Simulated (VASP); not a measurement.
# LiCl (I4/mmm) in VASP: notebook

The runs below take LiCl through single point, with PBE.

Program: VASP 6.6.1. These are calculated values, not measurements. Logs are shortened: lines on timing, memory, paths and dates and some standing lists are left out, and cuts for length are marked.

### 1 The cell of the first run

The structure is tetragonal, space group I4/mmm (No. 139). The conventional cell has a = 4.072 Å, b = 4.072 Å, c = 4.071 Å, α = 90.00°, β = 90.00°, γ = 90.00°. Within 2.7 Å of Li (site symmetry 4/mmm) lie 2 Cl at 2.04 Å. Within 2.7 Å of Cl (site symmetry 4/mmm) lie 2 Li at 2.04 Å.

### 2 Single point, PBE

Contents of INCAR:

```
PREC = Accurate ; ENCUT = 520
EDIFF = 1E-6 ; ISMEAR = 0
SIGMA = 0.05 ; LREAL = F
LASPH = T ; NELM = 80
ALGO = Normal ; ISIF = 2
LWAVE = F ; LCHARG = F
GGA = PE ; NBANDS = 12
```

Contents of KPOINTS:

```
Automatic mesh
0
Gamma
  8 8 8
```

Contents of POSCAR:

```
LiCl
1.0
    0.0000000000      2.8789906905      2.0354464182
    2.8789906905      0.0000000000      2.0354464182
    2.8789906905      2.8789906905      0.0000000000
Li Cl
1 1
Direct
    0.0000000000      0.0000000000      0.0000000000
    0.5000000000      0.5000000000      0.5000000000
```

Potentials or basis: VASP PAW PBE potentials, release 64 (Li_sv, Cl).

On the command line:

```bash
> cat potpaw_PBE.64/Li_sv/POTCAR potpaw_PBE.64/Cl/POTCAR > POTCAR
> mpirun -np 1 vasp_std > vasp.out
```

OUTCAR:

```text
PREC = Accurate
   ENCUT = 520
   EDIFF = 1E-6
   ISMEAR = 0
   LREAL = F
   LASPH = T
   NELM = 80
   ISIF = 2
   GGA = PE

 ion  position               nearest neighbor table
   1  0.000  0.000  0.000-   2 2.04   2 2.04
   2  0.500  0.500  0.500-   1 2.04   1 2.04

  LATTYP: Found a body centered tetragonal cell.
 ALAT       =     4.0715076805
 C/A-ratio  =     0.9998489886

  Lattice vectors:

 A1 = (   0.0000000000,  -2.8789906905,  -2.0354464182)
 A2 = (   0.0000000000,   2.8789906905,  -2.0354464182)
 A3 = (   2.8789906905,   0.0000000000,   2.0354464182)

Analysis of symmetry for initial positions (statically):
=====================================================================
 Subroutine PRICEL returns:
 Original cell was already a primitive cell.

 Routine SETGRP: Setting up the symmetry group for a
 body centered tetragonal supercell.

 Subroutine GETGRP returns: Found 16 space group operations
 (whereof 16 operations were pure point group operations)
 out of a pool of 16 trial point group operations.

The static configuration has the point symmetry D_4h.

Analysis of symmetry for dynamics (positions and initial velocities):
=====================================================================
 Subroutine PRICEL returns:
 Original cell was already a primitive cell.

 Routine SETGRP: Setting up the symmetry group for a
 body centered tetragonal supercell.

 Subroutine GETGRP returns: Found 16 space group operations
 (whereof 16 operations were pure point group operations)
 out of a pool of 16 trial point group operations.

The dynamic configuration has the point symmetry D_4h.

 Subroutine INISYM returns: Found 16 space group operations
 (whereof 16 operations are pure point group operations),
 and found     1 'primitive' translations

----------------------------------------------------------------------------------------

                                     Primitive cell

  volume of cell :      33.7420

  direct lattice vectors                    reciprocal lattice vectors
     0.000000000  2.878990690  2.035446418    -0.173671975  0.173671975  0.245646358
     2.878990690  0.000000000  2.035446418     0.173671975 -0.173671975  0.245646358
     2.878990690  2.878990690  0.000000000     0.173671975  0.173671975 -0.245646358

  length of vectors
     3.525851602  3.525851602  4.071507680     0.347370182  0.347370182  0.347370182

  position of ions in fractional coordinates (direct lattice)
     0.000000000  0.000000000  0.000000000
[... 84 lines left out ...]
   ISIF   =      2    stress and relaxation
   ISYM   =      2    0-nonsym 1-usesym 2-fastsym
   POTIM  = 0.5000    time-step for ionic-motion
   TEBEG  =    0.0;   TEEND  =   0.0 temperature during run
   PSTRESS=    0.0 pullay stress
   NELECT =      10.0000    total number of electrons
   NUPDOWN=      -1.0000    fix difference up-down
   EMIN   =  10.00;   EMAX   =-10.00  energy-range for DOS
   EFERMI =   0.00;   METHOD = LEGACY
   ISMEAR =     0;   SIGMA  =   0.05  broadening in eV -4-tet -1-fermi 0-gaus
   EFERMI_NEDOS =   21; number of points for ismear=-14 and -15
   IALGO  =     38    algorithm
   IMIX   =      4    mixing-type and parameters
     AMIX     =   0.40;   BMIX     =  1.00
     AMIX_MAG =   1.60;   BMIX_MAG =  1.00
  volume/ion in A,a.u.               =      16.87       113.85
  Fermi-wavevector in a.u.,A,eV,Ry     =   1.091486  2.062609 16.209183  1.191341
  Thomas-Fermi vector in A             =   2.227732
   LORBIT       =      0    0 simple, 1 ext, 2 COOP (PROOUT), +10 PAW based schemes
   GGA     = PE    functional components
   LHFCALC =     F    Hartree Fock is set to
   AEXX    =    0.0000 exact exchange contribution
   IVDW    =     0    specifies the selected vdW correction
   LEPSILON=     F    determine dielectric tensor
   LRPA    =     F    only Hartree local field effects (RPA)
 non-spin polarized calculation
 Gauss-broadening in eV      SIGMA  =   0.05
  energy-cutoff  :      520.00
  volume of cell :       33.74
 maximum number of plane-waves:       935
 NGX is ok and might be reduce to    28

 number of electron      10.0000000 magnetization

 number of electron       9.9999996 magnetization

 Free energy of the ion-electron system (eV)
  ---------------------------------------------------
  ext. energy  EPLUGINS =         0.00000000
  ---------------------------------------------------
  free energy    TOTEN  =        -6.87476043 eV

  energy without entropy =       -6.87476043  energy(sigma->0) =       -6.87476043

 E-fermi :   0.9951     XC(G=0):  -8.5681

 val. band max:        0.6394300535   @ k =   0.0000   0.0000   0.0000
 cond. band min:       6.7296521260   @ k =   0.0000   0.0000   0.0000
 fundamental gap:      6.0902220726
 Fermi energy:         0.9951458727

 k-point     1 :       0.0000    0.0000    0.0000
  band No.  band energies     occupation
      1     -42.6940      2.00000
      2     -12.9807      2.00000
      3      -0.7270      2.00000
      4       0.6394      2.00000
      5       0.6394      2.00000
      6       6.7297      0.00000
      7      12.3816      0.00000
      8      12.3816      0.00000
      9      12.5801      0.00000
     10      13.6787      0.00000
     11      13.6787      0.00000
     12      15.0743      0.00000
[... 331 lines left out ...]
 k-point    24 :       0.3750    0.0000    0.1250
  band No.  band energies     occupation
      1     -42.6909      2.00000
      2     -12.6231      2.00000
      3      -1.7886      2.00000
      4      -0.3538      2.00000
      5       0.1533      2.00000
      6       7.9936      0.00000
      7       9.5112      0.00000
      8      11.3057      0.00000
      9      13.8256      0.00000
     10      15.8918      0.00000
     11      16.2019      0.00000
     12      17.9217      0.00000

 [... further k-points ...]
[... 5 lines left out ...]
  --------------------------------------------------------------------------------------
  -------------------------------------------------------------------------------------
  Total        0.1366419      0.1366419      6.2658581      0.0000000      0.0000000     -0.0000000
  in kB        6.4882011      6.4882011    297.5232757      0.0000000      0.0000000     -0.0000000
  external PRESSURE =     103.4998926 kB  Pullay stress =       0.0000000 kB

 VOLUME and BASIS-vectors are now :
 -----------------------------------------------------------------------------
  energy-cutoff  :      520.00
  volume of cell :       33.74
      direct lattice vectors                 reciprocal lattice vectors
     0.000000000  2.878990690  2.035446418    -0.173671975  0.173671975  0.245646358
     2.878990690  0.000000000  2.035446418     0.173671975 -0.173671975  0.245646358
     2.878990690  2.878990690  0.000000000     0.173671975  0.173671975 -0.245646358

 POSITION                                       TOTAL-FORCE (eV/Angst)
 -----------------------------------------------------------------------------------
      0.00000      0.00000      0.00000         0.000000      0.000000      0.000000
      2.87899      2.87899      2.03545        -0.000000     -0.000000      0.000000
 -----------------------------------------------------------------------------------
    total drift:                                0.000000      0.000000      0.000000

  FREE ENERGIE OF THE ION-ELECTRON SYSTEM (eV)
  ---------------------------------------------------
  free  energy   TOTEN  =        -6.8747604327 eV

  energy  without entropy=       -6.8747604327  energy(sigma->0) =       -6.87476043
```

Run time: 22 s. Hardware: 1 thread of Intel Xeon Platinum 8259CL at 2.50GHz (Skylake/Cascade Lake), shared host; peak memory 0.16 GiB.

What came out:

- Free energy: -6.8748 eV
- Band gap on the k mesh: 6.09 eV, direct

Levels at points of the mesh, in eV from the valence-band top:
| k point | band 1 | band 2 | band 3 | band 4 | band 5 | band 6 | band 7 | band 8 | band 9 | band 10 |
| --- | --- | --- | --- | --- | --- | --- | --- | --- | --- | --- |
| (0.00, 0.00, 0.00) | -43.33 | -13.62 | -1.37 | 0.00 | 0.00 | 6.09 | 11.74 | 11.74 | 11.94 | 13.04 |
| (0.50, 0.00, 0.00) | -43.33 | -13.19 | -2.87 | -0.82 | -0.31 | 6.31 | 8.07 | 12.12 | 12.55 | 14.99 |
| (0.50, 0.50, 0.00) | -43.33 | -12.64 | -3.02 | -2.01 | -2.01 | 7.23 | 8.76 | 13.15 | 13.15 | 15.84 |
| (0.50, 0.00, 0.50) | -43.33 | -13.00 | -3.18 | -2.11 | -0.09 | 8.61 | 9.54 | 11.18 | 12.39 | 15.20 |

Caveat: the cutoff is under 1.25 times the usual one of these potentials, so pressure, stress and relaxed cells hold a basis-set (Pulay) error. A k mesh can miss the band edges.

### 3 Single point, PBE

This run uses another cell than the first one, of the same volume but with other edges.

Contents of INCAR:

```
SYSTEM = LiCl
PREC = Accurate
ENCUT = 520
EDIFF = 1E-6
ISMEAR = 0
SIGMA = 0.05
LREAL = .False.
LASPH = .True.
NELM = 100
ALGO = Normal
ISIF = 2
LWAVE = .False.
LCHARG = .False.
GGA = PE
NBANDS = 12
```

Contents of KPOINTS:

```
regular mesh
0
Gamma
  8 8 8
  0 0 0
```

Contents of POSCAR:

```
LiCl
1.0
    0.0000000000      2.2850564253      3.2310697854
    2.2850564253      0.0000000000      3.2310697854
    2.2850564253      2.2850564253      0.0000000000
Li Cl
1 1
Direct
    0.0000000000      0.0000000000      0.0000000000
    0.5000000000      0.5000000000      0.5000000000
```

Potentials or basis: VASP PAW PBE potentials, release 64 (Li_sv, Cl).

On the command line:

```bash
> cat potpaw_PBE.64/Li_sv/POTCAR potpaw_PBE.64/Cl/POTCAR > POTCAR
> mpirun -np 1 vasp_std > vasp.out
```

OUTCAR:

```text
SYSTEM = LiCl
   PREC = Accurate
   ENCUT = 520
   EDIFF = 1E-6
   ISMEAR = 0
   LREAL = .False.
   LASPH = .True.
   NELM = 100
   ISIF = 2
   GGA = PE

 ion  position               nearest neighbor table
   1  0.000  0.000  0.000-   2 2.29   2 2.29   2 2.29   2 2.29
   2  0.500  0.500  0.500-   1 2.29   1 2.29   1 2.29   1 2.29

  LATTYP: Found a body centered tetragonal cell.
 ALAT       =     3.2315577874
 C/A-ratio  =     1.9996979772

  Lattice vectors:

 A1 = (  -2.2850564253,   0.0000000000,   3.2310697854)
 A2 = (   2.2850564253,   0.0000000000,   3.2310697854)
 A3 = (   0.0000000000,   2.2850564253,  -3.2310697854)

Analysis of symmetry for initial positions (statically):
=====================================================================
 Subroutine PRICEL returns:
 Original cell was already a primitive cell.

 Routine SETGRP: Setting up the symmetry group for a
 body centered tetragonal supercell.

 Subroutine GETGRP returns: Found 16 space group operations
 (whereof 16 operations were pure point group operations)
 out of a pool of 16 trial point group operations.

The static configuration has the point symmetry D_4h.

Analysis of symmetry for dynamics (positions and initial velocities):
=====================================================================
 Subroutine PRICEL returns:
 Original cell was already a primitive cell.

 Routine SETGRP: Setting up the symmetry group for a
 body centered tetragonal supercell.

 Subroutine GETGRP returns: Found 16 space group operations
 (whereof 16 operations were pure point group operations)
 out of a pool of 16 trial point group operations.

The dynamic configuration has the point symmetry D_4h.

 Subroutine INISYM returns: Found 16 space group operations
 (whereof 16 operations are pure point group operations),
 and found     1 'primitive' translations

----------------------------------------------------------------------------------------

                                     Primitive cell

  volume of cell :      33.7420

  direct lattice vectors                    reciprocal lattice vectors
[... 121 lines left out ...]
  volume of cell :       33.74
 maximum number of plane-waves:       933
 NGX is ok and might be reduce to    30

 number of electron      10.0000000 magnetization

 number of electron       9.9999998 magnetization

 Free energy of the ion-electron system (eV)
  ---------------------------------------------------
  ext. energy  EPLUGINS =         0.00000000
  ---------------------------------------------------
  free energy    TOTEN  =        -7.11888771 eV

  energy without entropy =       -7.11888771  energy(sigma->0) =       -7.11888771

 E-fermi :   1.0788     XC(G=0):  -8.5598

 val. band max:        0.7705864853   @ k =   0.5000   0.0000   0.0000
 cond. band min:       6.6555162047   @ k =   0.0000   0.0000   0.0000
 fundamental gap:      5.8849297194
 Fermi energy:         1.0787612902

 k-point     1 :       0.0000    0.0000    0.0000
  band No.  band energies     occupation
      1     -42.7011      2.00000
      2     -13.0659      2.00000
      3       0.0924      2.00000
      4       0.3326      2.00000
      5       0.3326      2.00000
      6       6.6555      0.00000
      7      11.0473      0.00000
      8      12.9424      0.00000
      9      12.9817      0.00000
     10      14.1876      0.00000
     11      14.1876      0.00000
     12      17.7367      0.00000
[... 331 lines left out ...]
 k-point    24 :       0.3750    0.0000    0.1250
  band No.  band energies     occupation
      1     -42.6957      2.00000
      2     -12.5384      2.00000
      3      -2.0642      2.00000
      4      -0.1283      2.00000
      5       0.1586      2.00000
      6       7.8035      0.00000
      7      10.4888      0.00000
      8      10.8740      0.00000
      9      12.0933      0.00000
     10      14.5482      0.00000
     11      17.1714      0.00000
     12      19.3990      0.00000

 [... further k-points ...]

------------------------ aborting loop because EDIFF is reached ----------------------------------------

  FORCE on cell =-STRESS in cart. coord.  units (eV):
  Direction    XX          YY          ZZ          XY          YZ          ZX
  --------------------------------------------------------------------------------------
  -------------------------------------------------------------------------------------
  Total        2.3995970      2.3995970     -0.1970541      0.0000000      0.0000000      0.0000000
  in kB      113.9406542    113.9406542     -9.3567676      0.0000000      0.0000000      0.0000000
  external PRESSURE =      72.8415136 kB  Pullay stress =       0.0000000 kB

 VOLUME and BASIS-vectors are now :
 -----------------------------------------------------------------------------
  energy-cutoff  :      520.00
  volume of cell :       33.74
      direct lattice vectors                 reciprocal lattice vectors
     0.000000000  2.285056425  3.231069785    -0.218812977  0.218812977  0.154747509
     2.285056425  0.000000000  3.231069785     0.218812977 -0.218812977  0.154747509
     2.285056425  2.285056425  0.000000000     0.218812977  0.218812977 -0.154747509

 POSITION                                       TOTAL-FORCE (eV/Angst)
 -----------------------------------------------------------------------------------
      0.00000      0.00000      0.00000         0.000000      0.000000      0.000000
      2.28506      2.28506      3.23107        -0.000000     -0.000000     -0.000000
 -----------------------------------------------------------------------------------
    total drift:                               -0.000000     -0.000000      0.000000

  FREE ENERGIE OF THE ION-ELECTRON SYSTEM (eV)
  ---------------------------------------------------
  free  energy   TOTEN  =        -7.1188877074 eV

  energy  without entropy=       -7.1188877074  energy(sigma->0) =       -7.11888771
```

stdout:

```text
POSCAR found type information on POSCAR LiCl
 POSCAR found :  2 types and       2 ions
 scaLAPACK will be used
 LDA part: xc-table for (Slater+PW92), standard interpolation
 POSCAR, INCAR and KPOINTS ok, starting setup
 FFT: planning ... GRIDC
 FFT: planning ... GRID_SOFT
 FFT: planning ... GRID
 WAVECAR not read
 entering main loop
```

Run time: 22 s. Hardware: 1 thread of Intel Xeon Platinum 8259CL at 2.50GHz (Skylake/Cascade Lake), shared host; peak memory 0.16 GiB.

Results:

| Quantity | Value |
| --- | --- |
| Free energy | -7.1189 eV |
| Band gap on the k mesh | 5.88 eV, indirect (least direct gap 6.23 eV) |

Caveat: the cutoff is under 1.25 times the usual one of these potentials, so pressure, stress and relaxed cells hold a basis-set (Pulay) error. A k mesh can miss the band edges.

### 4 Single point, PBE

This run uses another cell than the first one, of the same volume but with other edges.

Contents of INCAR:

```
SYSTEM = LiCl
ALGO     = Normal         ! electronic algorithm
EDIFF    = 1E-6           ! SCF threshold, eV
ENCUT    = 520            ! plane-wave cutoff, eV
GGA      = PE             ! functional
ISIF     = 2              ! what is computed and relaxed
ISMEAR   = 0              ! smearing method
LASPH    = .TRUE.         ! aspherical terms in the spheres
LCHARG   = .TRUE.         ! write CHGCAR
LELF     = .TRUE.         ! ELF
LREAL    = .FALSE.        ! projectors in reciprocal space
LVHAR    = .TRUE.       
LWAVE    = .FALSE.        ! write WAVECAR
NBANDS   = 12             ! bands
NELM     = 100            ! most SCF steps
PREC     = Accurate       ! precision mode
SIGMA    = 0.05           ! smearing width, eV
```

Contents of KPOINTS:

```
k-points
0
G
  8 8 8
  0 0 0
```

Contents of POSCAR:

```
LiCl
1.0
    0.0000000000      2.7075329873      2.3014030392
    2.7075329873      0.0000000000      2.3014030392
    2.7075329873      2.7075329873      0.0000000000
Li Cl
1 1
Direct
    0.0000000000      0.0000000000      0.0000000000
    0.5000000000      0.5000000000      0.5000000000
```

On the command line:

```bash
> cat potpaw_PBE.64/Li_sv/POTCAR potpaw_PBE.64/Cl/POTCAR > POTCAR
> mpirun -np 1 vasp_std > vasp.out
```

Wall time 23 s (1 thread of Intel Xeon Platinum 8259CL at 2.50GHz (Skylake/Cascade Lake), shared host); peak memory 0.16 GiB.

Results (log left out):

* Free energy: -7.3091 eV
* Band gap on the k mesh: 6.19 eV, direct

Levels at points of the mesh, in eV from the valence-band top:
```tsv
k point	band 2	band 3	band 4	band 5	band 6	band 7	band 8	band 9
(0.00, 0.00, 0.00)	-13.56	-0.61	0.00	0.00	6.19	11.53	11.53	12.89
(0.50, 0.00, 0.00)	-13.01	-2.95	-0.59	-0.27	6.53	8.72	10.34	12.77
(0.50, 0.50, 0.00)	-12.60	-3.02	-1.58	-1.58	7.68	7.83	13.37	13.37
(0.50, 0.00, 0.50)	-12.83	-3.06	-1.64	-0.57	8.03	8.59	11.64	12.93
```

Caveat: the cutoff is under 1.25 times the usual one of these potentials, so pressure, stress and relaxed cells hold a basis-set (Pulay) error. A k mesh can miss the band edges.

### 5 Single point, PBE

This run uses another cell than the first one, of the same volume but with other edges.

Contents of INCAR:

```
SYSTEM = LiCl
PREC = Accurate ; ENCUT = 520
EDIFF = 1E-6 ; ISMEAR = 0
SIGMA = 0.05 ; LREAL = .False.
LASPH = .True. ; NELM = 100
ALGO = Normal ; ISIF = 2
LWAVE = .False. ; LCHARG = .False.
GGA = PE ; NBANDS = 12
```

Contents of KPOINTS:

```
regular mesh
0
Gamma
  8 8 8
  0 0 0
```

Contents of POSCAR:

```
LiCl
1.0
    0.0000000000      2.4135315654      2.8962378785
    2.4135315654      0.0000000000      2.8962378785
    2.4135315654      2.4135315654      0.0000000000
Li Cl
1 1
Direct
    0.0000000000      0.0000000000      0.0000000000
    0.5000000000      0.5000000000      0.5000000000
```

On the command line:

```bash
> cat potpaw_PBE.64/Li_sv/POTCAR potpaw_PBE.64/Cl/POTCAR > POTCAR
> mpirun -np 1 vasp_std > vasp.out
```

Wall time 21 s (1 thread of Intel Xeon Platinum 8259CL at 2.50GHz (Skylake/Cascade Lake), shared host); peak memory 0.16 GiB.

The run converged. Its results:

| Item | Value |
| --- | --- |
| Free energy | -7.3163 eV |
| Band gap on the k mesh | 6.27 eV, direct |

Levels at points of the mesh, in eV from the valence-band top:
```tsv
k point	band 1	band 2	band 3	band 4	band 5	band 6	band 7	band 8	band 9	band 10
(0.00, 0.00, 0.00)	-43.46	-13.48	-0.18	-0.18	0.00	6.27	11.02	12.65	12.65	12.81
(0.50, 0.00, 0.00)	-43.46	-12.92	-2.89	-0.58	-0.05	6.61	9.11	10.16	12.79	16.62
(0.50, 0.50, 0.00)	-43.46	-12.91	-2.92	-0.79	-0.79	8.43	8.82	10.97	15.21	15.21
(0.50, 0.00, 0.50)	-43.46	-12.53	-3.00	-1.95	-0.76	7.92	8.18	12.31	13.31	15.68
```

Caveat: the cutoff is under 1.25 times the usual one of these potentials, so pressure, stress and relaxed cells hold a basis-set (Pulay) error. A k mesh can miss the band edges.

(Continued in part 2 of 2.)
